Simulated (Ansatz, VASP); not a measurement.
One calculation of Al, two programs

```
CELL_PARAMETERS angstrom
2.81442 0.00000 0.00000
-1.40721 2.43736 0.00000
0.00000 0.00000 9.24105
ATOMIC_POSITIONS crystal
Al 0.00000 0.00000 0.00000
Al 0.47693 0.95386 0.21970
Al 0.00000 0.00000 0.50000
Al 0.66667 0.33333 0.75000
```

Alike in both runs: task single point; functional PBE; dispersion D3(BJ); k mesh 18 × 18 × 4; occupations gaussian, width 0.15 eV; no spin polarisation.

|  | VASP | Ansatz |
| --- | --- | --- |
| version | VASP 6.6.1 | Ansatz 0.2.0 |
| potentials or method | VASP PAW PBE potentials, release 64 (Al), cutoff 520 eV | scalar-relativistic, plane waves, PAW |
| valence electrons in the cell | 12 | 12 |

```tsv
	VASP	Ansatz	Ansatz less VASP
gap on the k mesh at the Fermi level (eV)	none	none	-
pressure (GPa)	3.1	3.1	0.00
traceless stress, the component that is largest in VASP (GPa)	-3.45	-3.45	+0.003
rms of the force components (eV/Å)	0.807	0.806	-0.0006
```

Atom by atom the forces differ by 0.001 eV/Å (rms over components). A gap of «none» marks a metal or a gap that the smearing closes.
